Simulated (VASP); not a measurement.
# PtS2 in VASP: a series of runs

Aim: see how the results for PtS2 move with the level of theory and the settings. Levels: r2SCAN+rVV10, PBEsol. Tasks: single point.

Program: VASP 6.6.1. These are calculated values, not measurements. Logs are shortened: lines on timing, memory, paths and dates and some standing lists are left out, and cuts for length are marked.

## Step 1: The cell of the first run

It takes space group P-3m1 (No. 164, trigonal). Conventional cell: a = 3.554 Å, b = 3.554 Å, c = 5.114 Å, α = 90.00°, β = 90.00°, γ = 120.00°. Within 3.2 Å of Pt (site symmetry -3m) lie 6 S at 2.39 Å. S (site symmetry 3m) has 3 Pt at 2.39 Å and 3 S at 3.20 Å within 3.2 Å.

## Step 2: Single point, r2SCAN+rVV10

Contents of POSCAR:

```
PtS2
1.0
    3.5535010613      0.0000000000      0.0000000000
   -1.7767505307      3.0774221915      0.0000000000
    0.0000000000      0.0000000000      5.1143042620
Pt S
1 2
Direct
    0.0000000000      0.0000000000      0.0000000000
    0.6666666667      0.3333333333      0.7604658720
    0.3333333333      0.6666666667      0.2395341280
```

Contents of INCAR.step1:

```
SYSTEM = PtS2
PREC     = Accurate       ! precision mode
ENCUT    = 520            ! plane-wave cutoff, eV
ISMEAR   = -1             ! smearing method
SIGMA    = 0.03           ! smearing width, eV
LREAL    = .False.        ! projectors in reciprocal space
LASPH    = .True.         ! aspherical terms in the spheres
NELM     = 60             ! most SCF steps
NBANDS   = 18             ! bands
GGA      = PE             ! functional
ALGO     = Normal         ! electronic algorithm
EDIFF    = 1E-4           ! SCF threshold, eV
LWAVE    = .True.         ! write WAVECAR
LCHARG   = .False.        ! write CHGCAR
```

Contents of INCAR.step2:

```
SYSTEM = PtS2
PREC     = Accurate       ! precision mode
ENCUT    = 520            ! plane-wave cutoff, eV
EDIFF    = 1E-6           ! SCF threshold, eV
ISMEAR   = -1             ! smearing method
SIGMA    = 0.03           ! smearing width, eV
LREAL    = .False.        ! projectors in reciprocal space
LASPH    = .True.         ! aspherical terms in the spheres
NELM     = 60             ! most SCF steps
ALGO     = Normal         ! electronic algorithm
ISIF     = 2              ! what is computed and relaxed
LWAVE    = .False.        ! write WAVECAR
LCHARG   = .False.        ! write CHGCAR
METAGGA  = R2SCAN         ! meta-GGA
LMIXTAU  = .True.       
LUSE_VDW = .True.       
IVDW_NL  = 2            
BPARAM   = 11.95        
CPARAM   = 0.0093       
NBANDS   = 18             ! bands
ISTART   = 1
```

Contents of KPOINTS:

```
regular mesh
0
Gamma
  12 12 6
  0 0 0
```

Potentials or basis: VASP PAW PBE potentials, release 64 (Pt, S).

Started as:

```console
$ cat potpaw_PBE.64/Pt/POTCAR potpaw_PBE.64/S/POTCAR > POTCAR
$ cp INCAR.step1 INCAR
$ mpirun -np 1 vasp_std > vasp.out
$ cp INCAR.step2 INCAR
$ mpirun -np 1 vasp_std > vasp.out
```

OUTCAR:

```text
SYSTEM = PtS2
   PREC = Accurate
   ENCUT = 520
   EDIFF = 1E-6
   ISMEAR = -1
   LREAL = .False.
   LASPH = .True.
   NELM = 60
   ISIF = 2
   METAGGA = R2SCAN
   IVDW_NL = 2
   BPARAM = 11.95
   ISTART = 1

 ion  position               nearest neighbor table
   1  0.000  0.000  0.000-   2 2.39   3 2.39   2 2.39   3 2.39   2 2.39   3 2.39
   2  0.667  0.333  0.760-   1 2.39   1 2.39   1 2.39
   3  0.333  0.667  0.240-   1 2.39   1 2.39   1 2.39

  LATTYP: Found a hexagonal cell.
 ALAT       =     3.5535010613
 C/A-ratio  =     1.4392296988

  Lattice vectors:

 A1 = (   3.5535010613,   0.0000000000,   0.0000000000)
 A2 = (  -1.7767505307,   3.0774221915,   0.0000000000)
 A3 = (   0.0000000000,   0.0000000000,   5.1143042620)

Analysis of symmetry for initial positions (statically):
=====================================================================
 Subroutine PRICEL returns:
 Original cell was already a primitive cell.

 Routine SETGRP: Setting up the symmetry group for a
 hexagonal supercell.

 Subroutine GETGRP returns: Found 12 space group operations
 (whereof 12 operations were pure point group operations)
 out of a pool of 24 trial point group operations.

The static configuration has the point symmetry D_3d.

Analysis of symmetry for dynamics (positions and initial velocities):
=====================================================================
 Subroutine PRICEL returns:
 Original cell was already a primitive cell.

 Routine SETGRP: Setting up the symmetry group for a
 hexagonal supercell.

 Subroutine GETGRP returns: Found 12 space group operations
 (whereof 12 operations were pure point group operations)
 out of a pool of 24 trial point group operations.

The dynamic configuration has the point symmetry D_3d.

 Subroutine INISYM returns: Found 12 space group operations
 (whereof 12 operations are pure point group operations),
 and found     1 'primitive' translations

----------------------------------------------------------------------------------------

                                     Primitive cell

  volume of cell :      55.9281

  direct lattice vectors                    reciprocal lattice vectors
     3.553501061  0.000000000  0.000000000     0.281412608  0.162473645  0.000000000
    -1.776750531  3.077422192  0.000000000     0.000000000  0.324947290  0.000000000
     0.000000000  0.000000000  5.114304262     0.000000000  0.000000000  0.195530017

  length of vectors
     3.553501061  3.553501061  5.114304262     0.324947290  0.324947290  0.195530017

  position of ions in fractional coordinates (direct lattice)
     0.000000000  0.000000000  0.000000000
     0.666666667  0.333333333  0.760465872
     0.333333333  0.666666667  0.239534128

  ion indices of the primitive-cell ions
   primitive index   ion index
                 1           1
                 2           2
                 3           3

----------------------------------------------------------------------------------------

 KPOINTS: regular mesh

Automatic generation of k-mesh.
 Grid dimensions read from file:
 generate k-points for:   12   12    6

 Generating k-lattice:

  Cartesian coordinates                     Fractional coordinates (reciprocal lattice)
     0.023451051  0.013539470  0.000000000     0.083333333  0.000000000  0.000000000
     0.000000000  0.027078941  0.000000000     0.000000000  0.083333333  0.000000000
     0.000000000  0.000000000  0.032588336     0.000000000  0.000000000  0.166666667

  Length of vectors
     0.027078941  0.027078941  0.032588336

  Shift w.r.t. Gamma in fractional coordinates (k-lattice)
     0.000000000  0.000000000  0.000000000

 Subroutine IBZKPT returns following result:
 ===========================================

 Found    100 irreducible k-points:

 Following reciprocal coordinates:
            Coordinates               Weight
  0.000000  0.000000  0.000000      1.000000
  0.083333  0.000000  0.000000      6.000000
  0.166667 -0.000000  0.000000      6.000000
  0.250000  0.000000  0.000000      6.000000
  0.333333  0.000000  0.000000      6.000000
  0.416667 -0.000000  0.000000      6.000000
[... 16 lines left out ...]
  0.166667 -0.000000  0.166667      6.000000
  0.000000  0.166667  0.166667      6.000000
 [... further k-points ...]
   k-points           NKPTS =    100   k-points in BZ     NKDIM =    100   number of bands    NBANDS=     18
   number of dos      NEDOS =    301   number of ions     NIONS =      3
   total plane-waves  NPLWV =  31360
   dimension x,y,z NGX =    28 NGY =   28 NGZ =   40
   dimension x,y,z NGXF=    56 NGYF=   56 NGZF=   80
   ions per type =               1   2
   NGX,Y,Z   is equivalent  to a cutoff of  13.10, 13.10, 13.00 a.u.
   NGXF,Y,Z  is equivalent  to a cutoff of  26.20, 26.20, 26.00 a.u.
 SYSTEM =  PtS2
   PREC   = accura    normal or accurate (medium, high low for compatibility)
   ISTART =      1    job   : 0-new  1-cont  2-samecut
   ICHARG =      0    charge: 1-file 2-atom 10-const
   ISPIN  =      1    spin polarized calculation?
   LNONCOLLINEAR =      F non collinear calculations
   LSORBIT =      F    spin-orbit coupling
   LASPH  =      T    aspherical Exc in radial PAW
   ENCUT  =  520.0 eV  38.22 Ry    6.18 a.u.   6.61  6.61  9.51*2*pi/ulx,y,z
   NELM   =     60;   NELMIN=  2; NELMDL=  0     # of ELM steps
   EDIFF  = 0.1E-05   stopping-criterion for ELM
   LREAL  =      F    real-space projection
   EDIFFG = 0.1E-04   stopping-criterion for IOM
   NSW    =      0    number of steps for IOM
   IBRION =     -1    ionic relax: 0-MD 1-quasi-New 2-CG
   NFREE  =      0    steps in history (QN), initial steepest desc. (CG)
   ISIF   =      2    stress and relaxation
   ISYM   =      2    0-nonsym 1-usesym 2-fastsym
   POTIM  = 0.5000    time-step for ionic-motion
   TEBEG  =    0.0;   TEEND  =   0.0 temperature during run
   PSTRESS=    0.0 pullay stress
   NELECT =      22.0000    total number of electrons
   NUPDOWN=      -1.0000    fix difference up-down
   EMIN   =  10.00;   EMAX   =-10.00  energy-range for DOS
   EFERMI =   0.00;   METHOD = LEGACY
   ISMEAR =    -1;   SIGMA  =   0.03  broadening in eV -4-tet -1-fermi 0-gaus
   EFERMI_NEDOS =   21; number of points for ismear=-14 and -15
   IALGO  =     38    algorithm
   IMIX   =      4    mixing-type and parameters
     AMIX     =   0.40;   BMIX     =  1.00
     AMIX_MAG =   1.60;   BMIX_MAG =  1.00
  volume/ion in A,a.u.               =      18.64       125.81
  Fermi-wavevector in a.u.,A,eV,Ry     =   1.199515  2.266755 19.576556  1.438836
  Thomas-Fermi vector in A             =   2.335376
   LORBIT       =      0    0 simple, 1 ext, 2 COOP (PROOUT), +10 PAW based schemes
   METAGGA = R2SCAN    functional components
   LHFCALC =     F    Hartree Fock is set to
   AEXX    =    0.0000 exact exchange contribution
   IVDW_NL    =     2    kernel type
   BPARAM     =11.9500
   IVDW    =     0    specifies the selected vdW correction
   LEPSILON=     F    determine dielectric tensor
   LRPA    =     F    only Hartree local field effects (RPA)
 non-spin polarized calculation
  energy-cutoff  :      520.00
  volume of cell :       55.93
 maximum number of plane-waves:      1536
 NGX is ok and might be reduce to    28

 number of electron      21.9999997 magnetization

 Free energy of the ion-electron system (eV)
  ---------------------------------------------------
  ext. energy  EPLUGINS =         0.00000000
  ---------------------------------------------------
  free energy    TOTEN  =       -68.41734054 eV

  energy without entropy =      -68.41734053  energy(sigma->0) =      -68.41734053

 E-fermi :   6.6650     XC(G=0): -11.2810

 val. band max:        6.2404041342   @ k =   0.0000   0.1667   0.1667
 cond. band min:       7.0820880715   @ k =   0.0000   0.2500   0.3333
 fundamental gap:      0.8416839373
 Fermi energy:         6.6650008807

 k-point     1 :       0.0000    0.0000    0.0000
  band No.  band energies     occupation
      1      -9.5521      2.00000
      2      -6.6227      2.00000
      3      -0.8347      2.00000
      4      -0.4793      2.00000
      5      -0.4793      2.00000
      6       2.3234      2.00000
[... 10 lines left out ...]
     17      14.7636      0.00000
     18      19.3125      0.00000

 k-point     2 :       0.0833    0.0000    0.0000
  band No.  band energies     occupation
      1      -9.4606      2.00000
      2      -6.6661      2.00000
      3      -0.7379      2.00000
      4      -0.4197      2.00000
      5      -0.4185      2.00000
      6       2.1958      2.00000
[... 10 lines left out ...]
     17      15.0541      0.00000
     18      18.2267      0.00000

 k-point     3 :       0.1667   -0.0000    0.0000
  band No.  band energies     occupation
      1      -9.1963      2.00000
      2      -6.7828      2.00000
      3      -0.4806      2.00000
      4      -0.2576      2.00000
      5      -0.2212      2.00000
      6       1.7593      2.00000
[... 10 lines left out ...]
     17      15.7588      0.00000
     18      16.7081      0.00000

 k-point     4 :       0.2500    0.0000    0.0000
  band No.  band energies     occupation
      1      -8.7922      2.00000
      2      -6.9408      2.00000
      3      -0.2342      2.00000
      4      -0.0482      2.00000
      5       0.1967      2.00000
      6       1.0409      2.00000
[... 375 lines left out ...]
      4      -0.4231      2.00000
      5      -0.2527      2.00000
      6       2.1733      2.00000
[... 10 lines left out ...]
     17      15.2078      0.00000
     18      17.4466      0.00000

 k-point    23 :       0.1667   -0.0000    0.1667
  band No.  band energies     occupation
      1      -9.1174      2.00000
      2      -6.9455      2.00000
      3      -0.4809      2.00000
      4      -0.2348      2.00000
      5      -0.0106      2.00000
      6       1.7958      2.00000
[... 10 lines left out ...]
     17      15.3346      0.00000
     18      16.4349      0.00000

 k-point    24 :       0.0000    0.1667    0.1667
  band No.  band energies     occupation
      1      -9.1260      2.00000
      2      -6.9206      2.00000
      3      -0.6226      2.00000
      4      -0.2739      2.00000
      5       0.1269      2.00000
      6       1.6809      2.00000
[... 10 lines left out ...]
     17      16.0821      0.00000
     18      16.1445      0.00000

 [... further k-points ...]

------------------------ aborting loop because EDIFF is reached ----------------------------------------

  FORCE on cell =-STRESS in cart. coord.  units (eV):
  Direction    XX          YY          ZZ          XY          YZ          ZX
  --------------------------------------------------------------------------------------
  -------------------------------------------------------------------------------------
  Total        0.0755987      0.0755987      0.0486358     -0.0000000     -0.0000000     -0.0000000
  in kB        2.1656821      2.1656821      1.3932734     -0.0000000     -0.0000000     -0.0000000
  external PRESSURE =       1.9082126 kB  Pullay stress =       0.0000000 kB

 VOLUME and BASIS-vectors are now :
 -----------------------------------------------------------------------------
  energy-cutoff  :      520.00
  volume of cell :       55.93
      direct lattice vectors                 reciprocal lattice vectors
     3.553501061  0.000000000  0.000000000     0.281412608  0.162473645  0.000000000
    -1.776750531  3.077422192  0.000000000     0.000000000  0.324947290  0.000000000
     0.000000000  0.000000000  5.114304262     0.000000000  0.000000000  0.195530017

 POSITION                                       TOTAL-FORCE (eV/Angst)
 -----------------------------------------------------------------------------------
      0.00000      0.00000      0.00000         0.000000      0.000000      0.000000
      1.77675      1.02581      3.88925        -0.000000      0.000000     -0.012468
     -0.00000      2.05161      1.22505         0.000000     -0.000000      0.012468
 -----------------------------------------------------------------------------------
    total drift:                               -0.000000     -0.000000      0.000000

  FREE ENERGIE OF THE ION-ELECTRON SYSTEM (eV)
  ---------------------------------------------------
  free  energy   TOTEN  =       -68.4173405407 eV

  energy  without entropy=      -68.4173405260  energy(sigma->0) =      -68.41734053
```

Wall time 7.9 min (1 thread of Intel Xeon Platinum 8259CL at 2.50GHz (Skylake/Cascade Lake), shared host); peak memory 0.36 GiB.

Results:

```yaml
Free_energy: -68.4173 eV
Pressure: 0.2 GPa
Largest_force: 0.012 eV/Å
Band_gap_on_the_k_mesh: 0.84 eV, indirect (least direct gap 1.12 eV)
```

Forces on the atoms (eV/Å):
```
Pt   0.000  0.000  0.000
S    0.000  0.000 -0.012
S    0.000  0.000  0.012
```

Stress tensor (GPa, compression positive):
```
0.22 0.00 0.00
0.00 0.22 0.00
0.00 0.00 0.14
```

Caveat: the PAW data sets were made with another functional, which shifts forces and pressure a little; spin-orbit coupling is left out, which moves the levels of the heavy elements. r2SCAN opens gaps a little over a GGA but as a rule still falls short of measured ones.

## Step 3: Single point, PBEsol

This run uses another cell than the first one: it holds 6 atoms, not 3.

Contents of INCAR:

```
SYSTEM = PtS2
PREC = Accurate
ENCUT = 520
EDIFF = 1E-6
ISMEAR = -1
SIGMA = 0.05
LREAL = .False.
LASPH = .True.
NELM = 80
ALGO = Normal
ISIF = 2
LWAVE = .False.
LCHARG = .False.
GGA = PS
NBANDS = 31
```

Contents of KPOINTS:

```
Automatic mesh
0
Gamma
  6 6 4
  0 0 0
```

Contents of POSCAR:

```
PtS2
1.0
    7.1413720508      0.0010491644      0.0031833329
   -1.7848915412      3.0917648030     -0.0002458998
    0.0022251687      0.0009114972      4.7913841664
Pt S
2 4
Direct
    0.0044718299     -0.0099450826     -0.0026615639
    0.5044740554     -0.0099391310     -0.0026657624
    0.3379680713      0.3235233997      0.7474591524
    0.1709863678      0.6566022530      0.2472099665
    0.8379704236      0.3235265227      0.7474593037
    0.6709764512      0.6565928615      0.2472210991
```

Potentials or basis: VASP PAW PBE potentials, release 64 (Pt, S).

Started as:

```console
$ cat potpaw_PBE.64/Pt/POTCAR potpaw_PBE.64/S/POTCAR > POTCAR
$ mpirun -np 1 vasp_std > vasp.out
```

It took 2.9 min on 1 thread of Intel Xeon Platinum 8259CL at 2.50GHz (Skylake/Cascade Lake), shared host; peak memory 0.35 GiB.

The run converged. Its results:

- Free energy: -33.9923 eV
- Pressure: -0.3 GPa
- Largest force: 0.026 eV/Å
- Band gap on the k mesh: 0.29 eV

Forces on the atoms (eV/Å):
```
Pt   0.000  0.000  0.000
Pt   0.000  0.000  0.000
S    0.001  0.001  0.026
S   -0.001 -0.001 -0.026
S    0.001  0.000  0.026
S   -0.001  0.000 -0.026
```

Stress tensor (GPa, compression positive):
```
-0.33  0.00  0.00
 0.00 -0.34  0.00
 0.00  0.00 -0.14
```

Levels at points of the mesh, in eV from the valence-band top:
| k point | band 18 | band 19 | band 20 | band 21 | band 22 | band 23 | band 24 | band 25 | band 26 | band 27 |
| --- | --- | --- | --- | --- | --- | --- | --- | --- | --- | --- |
| (0.00, 0.00, 0.00) | -2.81 | -2.34 | -1.46 | -1.45 | 0.00 | 0.99 | 1.52 | 1.53 | 2.39 | 3.83 |
| (0.50, 0.00, 0.00) | -2.01 | -1.95 | -1.95 | -1.31 | -1.31 | 1.34 | 1.34 | 1.77 | 1.77 | 5.15 |
| (0.00, 0.50, 0.00) | -3.50 | -3.41 | -3.41 | -2.81 | -2.81 | 0.99 | 0.99 | 2.39 | 2.39 | 5.22 |
| (0.50, 0.50, 0.00) | -3.12 | -2.72 | -2.72 | -0.98 | -0.98 | 0.44 | 0.44 | 1.09 | 1.09 | 4.86 |
| (0.00, 0.00, 0.50) | -3.11 | -1.86 | -1.85 | -1.52 | -1.38 | 1.12 | 1.80 | 2.39 | 2.40 | 4.89 |
| (0.50, 0.00, 0.50) | -1.76 | -1.64 | -1.64 | -1.21 | -1.21 | 0.74 | 0.74 | 1.26 | 1.26 | 4.92 |
| (0.00, 0.50, 0.50) | -3.15 | -3.13 | -3.13 | -1.52 | -1.52 | 1.12 | 1.12 | 1.80 | 1.80 | 4.90 |
| (0.50, 0.50, 0.50) | -3.15 | -2.64 | -2.64 | -2.02 | -2.01 | 1.61 | 1.61 | 1.69 | 1.69 | 6.17 |

Caveat: the PAW data sets were made with another functional, which shifts forces and pressure a little; spin-orbit coupling is left out, which moves the levels of the heavy elements. A k mesh can miss the band edges.
